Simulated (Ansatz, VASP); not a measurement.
One calculation of Al2Cu, two programs

INCAR

```
ALGO = Fast ; EDIFF = 1E-6
ENCUT = 520 ; GGA = PS
ISIF = 2 ; ISMEAR = -1
LASPH = T ; LCHARG = F
LREAL = F ; LWAVE = F
NBANDS = 16 ; NELM = 60
PREC = Accurate ; SIGMA = 0.05
```

The input KPOINTS:

```
k-points
0
Gamma
  6 6 8
```

Contents of POSCAR:

```
Al2Cu
1.0
    4.0230783600      0.0000000000      0.0000000000
    0.0000000000      4.0230783600      0.0000000000
    0.0000000000      0.0000000000      2.8913130000
Cu Al
1 2
Direct
    0.0000000000      0.0000000000      0.0000000000
    0.0000000000      0.5000000000      0.5000000000
    0.5000000000      0.0000000000      0.5000000000
```

Contents of input.yaml:

```yaml
crystal:
  lattice:
    - [4.02307836, 0.0, 0.0]
    - [0.0, 4.02307836, 0.0]
    - [0.0, 0.0, 2.891313]
  atoms:
    - { symbol: Cu, position: [0.0, 0.0, 0.0] }
    - { symbol: Al, position: [0.0, 0.5, 0.5] }
    - { symbol: Al, position: [0.5, 0.0, 0.5] }
hamiltonian:
  xc: pbesol
  pseudopotentials: { kind: paw }
kpoints:
  mp_grid: { grid: [6, 6, 8] }
scf:
  occupations: { method: fermi_dirac, width: 0.05 }
output:
  forces: true
  stress: true
  eigenvalues: true
```

Alike in both runs: task single point; functional PBEsol; k mesh 6 × 6 × 8; occupations fermi-dirac, width 0.05 eV; no spin polarisation.

|  | VASP | Ansatz |
| --- | --- | --- |
| version | VASP 6.6.1 | Ansatz 0.2.0 |
| potentials or method | VASP PAW PBE potentials, release 64 (Cu, Al) | Ansatz PAW |
| plane-wave cutoff (eV) | 520 | 420 |
| valence electrons in the cell | 17 | 25 |

```tsv
	VASP	Ansatz	Ansatz less VASP
gap on the k mesh at the Fermi level (eV)	none	none	-
pressure (GPa)	2.0	1.8	-0.26
traceless stress, the component that is largest in VASP (GPa)	-1.52	-1.57	-0.052
```

VASP's potentials were made for PBE, not for PBEsol. A gap of «none» marks a metal or a gap that the smearing closes. The functional is the same, so the differences come from potentials, cutoffs and numerics. VASP's potentials hold 17 valence electrons a cell and Ansatz's 25, so a difference there can come from the potentials and not from the codes.
